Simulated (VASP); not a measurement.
A run of VASP 6.6.1:

Contents of INCAR:

```
SYSTEM = Cu
  PREC = Accurate
  ENCUT = 520
  EDIFF = 1E-6
  ISMEAR = 1
  SIGMA = 0.2
  LREAL = .FALSE.
  LASPH = .TRUE.
  NELM = 100
  ALGO = Normal
  ISIF = 2
  LWAVE = .FALSE.
  LCHARG = .FALSE.
  GGA = CA
  NBANDS = 12
```

KPOINTS

```
regular mesh
0
G
  13 13 13
  0 0 0
```

POSCAR

```
Cu
1.0
    2.4330683800      0.0000000000      0.0000000000
   -0.7211476517      2.3497415139      0.0000000000
   -0.7179116391     -1.2485755556      2.0041861375
Cu
1
Direct
    0.0000000000      0.5000000000      0.5000000000
```

Potentials or basis: VASP PAW LDA potentials, release 64 (Cu).

The run is started by

```console
$ cat potpaw_LDA.64/Cu/POTCAR > POTCAR
$ mpirun -np 1 vasp_std > vasp.out
```

Hardware: 1 thread of Intel(R) Xeon(R) 6975P-C (Granite Rapids), with other jobs on the host.

Task: Estimate the wall time of this run.

Result: Wall time 41 s on 1 thread of Intel(R) Xeon(R) 6975P-C (Granite Rapids), with other jobs on the host, peak memory 0.24 GiB. Counts: scf iterations 12, k points 1099.
